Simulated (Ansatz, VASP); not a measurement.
**Na: VASP beside Ansatz**

```
CELL_PARAMETERS angstrom
7.21681 -1.11028 -1.11028
-1.11028 7.21681 -1.11028
-1.11028 -1.11028 7.21681
ATOMIC_POSITIONS crystal
Na 0.00000 0.00000 0.00000
```

Alike in both runs: task single point; functional PBEsol; k mesh 8 × 8 × 8; occupations gaussian, width 0.15 eV; no spin polarisation.

|  | VASP | Ansatz |
| --- | --- | --- |
| version | VASP 6.6.1 | Ansatz 0.2.0 |
| potentials or method | VASP PAW PBE potentials, release 64 (Na_pv), cutoff 520 eV | scalar-relativistic, plane waves, PAW |
| valence electrons in the cell | 7 | 9 |

|  | VASP | Ansatz | Ansatz less VASP |
| --- | --- | --- | --- |
| gap on the k mesh at the Fermi level (eV) | none | none | - |
| pressure (GPa) | -0.1 | -0.1 | 0.00 |

VASP's potentials were made for PBE, not for PBEsol. A gap of «none» marks a metal or a gap that the smearing closes. VASP's potentials hold 7 valence electrons a cell and Ansatz's 9, so a difference there can come from the potentials and not from the codes.
